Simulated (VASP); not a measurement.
Input of a VASP 6.6.1 run:

INCAR

```
PREC = Accurate
ENCUT = 400
EDIFF = 1E-6
ISMEAR = 0
SIGMA = 0.05
LREAL = False
LASPH = True
NELM = 120
ALGO = Normal
ISIF = 2
LWAVE = False
LCHARG = False
GGA = PE
NBANDS = 48
GGA_COMPAT = False
```

The input KPOINTS:

```
Automatic mesh
0
Gamma
  2 2 2
```

File POSCAR:

```
Si
1.0
    0.0000000000      5.4300000000      5.4300000000
    5.4300000000      0.0000000000      5.4300000000
    5.4300000000      5.4300000000      0.0000000000
Si
17
Direct
   -0.0022003683      0.0143749540     -0.0102219153
    0.1107470534      0.1273203499      0.1349505525
   -0.0262098527      0.0098956722      0.5067592081
    0.1152248619      0.1513467772      0.6179637201
   -0.0022005525      0.4983854512     -0.0102217311
    0.1447168508      0.6453026703      0.0650155617
    0.0185130755      0.5190939227      0.4436394107
    0.1152246777      0.6158051565      0.6179639042
    0.4798319521     -0.0195814917      0.0596693370
    0.6267343462      0.1273199816      0.1349509208
    0.5093148250      0.0098953039      0.5067592081
    0.6060390424      0.1066198895      0.6810615101
    0.5137894107      0.4983855433     -0.0102220074
    0.6267342541      0.6113331492      0.1349510129
    0.5093148250      0.4743709945      0.5067593923
    0.6507657459      0.6158055249      0.6179639042
    0.3122699816      0.8128504604      0.5623696133
```

Potentials or basis: VASP PAW PBE potentials, release 64 (Si).

Run with:

```sh
$ cat potpaw_PBE.64/Si/POTCAR > POTCAR
$ mpirun -np 1 vasp_std > vasp.out
```

Task: What does it give for the largest force?

Result: 0.007 eV/Å.

Task: What does it give for the pressure?

Result: 4.6 GPa.

Task: Estimate the band gap on the k mesh.

Result: 0.06 eV.

Forces on the atoms (eV/Å):
```
Si   0.000 -0.001  0.001
Si   0.000  0.001  0.000
Si  -0.001  0.004  0.001
Si  -0.004  0.001 -0.001
Si  -0.001 -0.001  0.000
Si   0.001  0.001 -0.001
Si   0.004  0.004 -0.004
Si   0.001  0.001  0.004
Si   0.000  0.000  0.000
Si   0.000  0.000 -0.001
Si  -0.001 -0.001 -0.004
Si  -0.004 -0.004  0.004
Si  -0.001  0.000  0.001
Si   0.001  0.000  0.000
Si   0.004 -0.001  0.001
Si   0.001 -0.004 -0.001
Si   0.000  0.000  0.000
```

Caveat: the k points lie up to 0.50 Å⁻¹ apart.
